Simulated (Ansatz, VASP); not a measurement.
BaTe: VASP beside Ansatz

Contents of POSCAR:

```
BaTe
1.0
    0.0000000000      3.9141586662      3.9141586662
    3.9141586662      0.0000000000      3.9141586662
    3.9141586662      3.9141586662      0.0000000000
Ba Te
1 1
Direct
    0.0000000000      0.0000000000      0.0000000000
    0.2500000000      0.2500000000      0.2500000000
```

File INCAR.step1:

```
SYSTEM = BaTe
  PREC = Accurate
  ENCUT = 520
  EDIFF = 1E-5
  ISMEAR = 0
  SIGMA = 0.01
  LREAL = .FALSE.
  LASPH = .TRUE.
  NELM = 60
  ALGO = Normal
  ISIF = 2
  LWAVE = .TRUE.
  LCHARG = .FALSE.
  GGA = PE
  NBANDS = 15
```

The input INCAR.step2:

```
SYSTEM = BaTe
  PREC = Accurate
  ENCUT = 520
  EDIFF = 1E-6
  ISMEAR = 0
  SIGMA = 0.01
  LREAL = .FALSE.
  LASPH = .TRUE.
  NELM = 60
  ALGO = Normal
  ISIF = 2
  LWAVE = .FALSE.
  LCHARG = .FALSE.
  GGA = PE
  LHFCALC = .TRUE.
  AEXX = 0.35
  HFSCREEN = 0.1
  PRECFOCK = Normal
  ISTART = 1
  NBANDS = 15
```

The input KPOINTS:

```
regular mesh
0
G
  4 4 4
  0 0 0
```

Input for Ansatz:

```yaml
crystal:
  lattice:
    - [0.0, 3.9141586662, 3.9141586662]
    - [3.9141586662, 0.0, 3.9141586662]
    - [3.9141586662, 3.9141586662, 0.0]
  atoms:
    - { symbol: Ba, position: [0.0, 0.0, 0.0] }
    - { symbol: Te, position: [0.25, 0.25, 0.25] }
kpoints:
  mp_grid: { grid: [4, 4, 4] }
hamiltonian:
  xc: { exchange: pbe, correlation: pbe, exx: { coeff: 0.35, omega: 0.1 } }
scf:
  occupations: { method: fixed }
  n_extra_bands: 4
output:
  forces: true
  stress: true
  eigenvalues: true
```

Alike in both runs: task single point; functional PBE-based screened hybrid with a share of 0.35 of exact exchange and HFSCREEN = 0.1; k mesh 4 × 4 × 4; no spin polarisation.

|  | VASP | Ansatz |
| --- | --- | --- |
| version | VASP 6.6.1 | Ansatz 0.2.0 |
| potentials or method | VASP PAW PBE potentials, release 64 (Ba_sv, Te) | plane waves |
| plane-wave cutoff (eV) | 520 | 420 |
| occupations | gaussian, width 0.01 eV | fixed |
| valence electrons in the cell | 16 | 26 |

Ansatz gave:

```
gap on the k mesh at the Fermi level (eV) : 4.05
pressure (GPa)                            : -0.2
```

Q: Estimate VASP's values.

A: gap on the k mesh at the Fermi level (eV): 4.03; pressure (GPa): -0.1.

VASP's potentials were made for PBE, not for PBE-based screened hybrid. VASP's potentials hold 16 valence electrons a cell and Ansatz's 26, so a difference there can come from the potentials and not from the codes. Ansatz's warnings: stress exchange threshold loose, stress scf threshold loose.

Spin-orbit coupling is off throughout.
